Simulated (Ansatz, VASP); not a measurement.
LiH: VASP beside Ansatz

The input INCAR:

```
PREC = Accurate
ENCUT = 520
EDIFF = 1E-6
ISMEAR = -1
SIGMA = 0.03
LREAL = False
LASPH = True
NELM = 60
ALGO = Normal
ISIF = 2
LWAVE = False
LCHARG = True
GGA = CA
LELF = True
LVHAR = True
NBANDS = 9
```

The input KPOINTS:

```
regular mesh
0
Gamma
  11 11 11
```

POSCAR

```
LiH
1.0
    0.0000000000      2.0325000000      2.0121750000
    2.0325000000      0.0000000000      2.0121750000
    2.0325000000      2.0325000000      0.0000000000
Li H
1 1
Direct
    0.0000000000      0.0000000000      0.0000000000
    0.5000000000      0.5000000000      0.5000000000
```

Input for Ansatz:

```yaml
crystal:
  lattice:
    - [0.0, 2.0325, 2.012175]
    - [2.0325, 0.0, 2.012175]
    - [2.0325, 2.0325, 0.0]
  atoms:
    - { symbol: Li, position: [0.0, 0.0, 0.0] }
    - { symbol: H, position: [0.5, 0.5, 0.5] }
kpoints:
  mp_grid: { grid: [11, 11, 11] }
  band_path:
    path:
      - [0.0, 0.0, 0.0]
      - [0.0, 0.5, 0.5]
      - [0.25, 0.75, 0.5]
      - [0.0, 0.5, 0.0]
      - [0.0, 0.0, 0.0]
      - [0.5, 0.5, 0.0]
      - [0.3775380063, 0.6224619937, 0.0]
      - [-0.3775380063, 0.3775380063, 0.0]
      - [0.0, 0.0, 0.0]
    npoints: 5
scf:
  occupations: { method: fermi_dirac, width: 0.03 }
hamiltonian:
  xc: lda
  pseudopotentials: { kind: all_electron, lapw: { basis_error: 0.001 } }
output:
  forces: true
  stress: true
  eigenvalues: true
```

Change from the starting cell: zz strain of -1 %.

Alike in both runs: task single point; functional LDA; k mesh 11 × 11 × 11; occupations fermi-dirac, width 0.03 eV; no spin polarisation.

|  | VASP | Ansatz |
| --- | --- | --- |
| version | VASP 6.6.1 | Ansatz 0.2.0 |
| potentials or method | VASP PAW LDA potentials, release 64 (Li_sv, H), cutoff 520 eV | all-electron LAPW, scalar-relativistic |

VASP gave:

| Quantity | Value |
| --- | --- |
| gap on the k mesh at the Fermi level (eV) | 2.74 |

Task: Which values does Ansatz return?

Result: gap on the k mesh at the Fermi level (eV): 2.75.

LDA's correlation is that of Perdew and Zunger in VASP and of Perdew and Wang (1992) in Ansatz. Ansatz ran all-electron here, and VASP with PAW potentials.

Noted on VASP's run: the cutoff is short for stress, so the pressure is rough.
